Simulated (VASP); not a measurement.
Set up this calculation in VASP 6.6.1, as the native input.

| Quantity | Value |
| --- | --- |
| Task | single point |
| Functional | PBEsol |
| Potentials or basis | VASP PAW PBE potentials, release 64 (Mg) |
| Cutoff | 520 eV |
| k mesh | 12 × 12 × 7 |
| Occupations | fermi-dirac, width 0.08 eV |
| Spin | no spin polarisation |
| Dipole correction | no |
| Further INCAR settings | ALGO = Normal; EDIFF = 1e-06; NBANDS = 9 |

The structure of Mg lies in POSCAR:

```
Mg
1.0
    3.1985381027      0.0000000000      0.0000000000
   -1.5992690513      2.7700152519      0.0000000000
    0.0000000000      0.0000000000      5.1929040170
Mg
2
Direct
    0.3333333333      0.6666666667      0.2500000000
    0.6666666667      0.3333333333      0.7500000000
```

This cell differs from its parent crystal: volume scaled by 0.99.

One way to write it, as run:

INCAR

```
PREC     = Accurate       # precision mode
ENCUT    = 520            # plane-wave cutoff, eV
EDIFF    = 1E-6           # SCF threshold, eV
ISMEAR   = -1             # smearing method
SIGMA    = 0.08           # smearing width, eV
LREAL    = F              # projectors in reciprocal space
LASPH    = T              # aspherical terms in the spheres
NELM     = 100            # most SCF steps
ALGO     = Normal         # electronic algorithm
ISIF     = 2              # what is computed and relaxed
LWAVE    = F              # write WAVECAR
LCHARG   = F              # write CHGCAR
GGA      = PS             # functional
NBANDS   = 9              # bands
```

KPOINTS

```
regular mesh
0
Gamma
  12 12 7
```

Potentials or basis: VASP PAW PBE potentials, release 64 (Mg).

Command:

```bash
$ cat potpaw_PBE.64/Mg/POTCAR > POTCAR
$ mpirun -np 1 vasp_std > vasp.out
```

It gave:

The pressure is -0.8 GPa. The band gap on the k mesh is zero (band 2 reaches 3.58 eV, above the bottom of band 3 at 1.34 eV).

Caveat: the PAW data sets were made with another functional, which shifts forces and pressure a little.

Run time: 8.5 s on 1 thread of Intel(R) Xeon(R) Platinum 8559C (Emerald Rapids) (shared host), peak memory 0.17 GiB.
